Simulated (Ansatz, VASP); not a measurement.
Two plane-wave programs on Ge

The input INCAR:

```
SYSTEM = Ge
PREC = Accurate
ENCUT = 600
EDIFF = 1E-6
ISMEAR = 0
SIGMA = 0.1
LREAL = .False.
LASPH = .True.
NELM = 100
ALGO = Normal
ISIF = 3
LWAVE = .False.
LCHARG = .False.
GGA = PE
IBRION = 2
NSW = 90
EDIFFG = -0.04
```

The input KPOINTS:

```
regular mesh
0
Gamma
  6 6 6
  0 0 0
```

Contents of POSCAR:

```
Ge
1.0
    1.5669079561     -4.3927454079      0.0000000000
    1.5669079561      4.3927454079      0.0000000000
    0.0000000000      0.0000000000      3.4255849798
Ge
2
Direct
    0.8670000000      0.1330000000      0.2500000000
    0.1330000000      0.8670000000      0.7500000000
```

Input for Ansatz:

```yaml
crystal:
  lattice:
    - [1.5669079561, -4.3927454079, 0.0]
    - [1.5669079561, 4.3927454079, 0.0]
    - [0.0, 0.0, 3.4255849798]
  atoms:
    - { symbol: Ge, position: [0.867, 0.133, 0.25] }
    - { symbol: Ge, position: [0.133, 0.867, 0.75] }
basis:
  ecutwfc: 420
kpoints:
  mp_grid: { grid: [6, 6, 6] }
hamiltonian:
  xc: pbe
scf:
  occupations: { method: gaussian, width: 0.1 }
  lower_state_search: "off"
output:
  forces: true
  stress: true
  eigenvalues: true
relax:
  adjacent_minimum: "off"
  f_tol: 0.04
  max_steps: 70
  cell: { stress_tol: 0.4 }
```

Alike in both runs: task relaxation of cell and atoms; functional PBE; k mesh 6 × 6 × 6; occupations gaussian, width 0.1 eV; no spin polarisation.

|  | VASP | Ansatz |
| --- | --- | --- |
| version | VASP 6.6.1 | Ansatz 0.2.0 |
| potentials or method | VASP PAW PBE potentials, release 64 (Ge_d), cutoff 600 eV | scalar-relativistic, plane waves, PAW |
| valence electrons in the cell | 28 | 28 |

```csv
,VASP,Ansatz,Ansatz less VASP
"gap on the k mesh at the Fermi level, each at its own relaxed structure (eV)",none,none,-
relaxed volume (Å³/atom),20.13,20.02,-0.116
relaxed length of the cell vector where the two differ most in proportion (Å),3.330,3.689,+0.3585
```

A gap of «none» marks a metal or a gap that the smearing closes. One of these differences is far larger than is usual between the two programs; its cause wasn't traced.
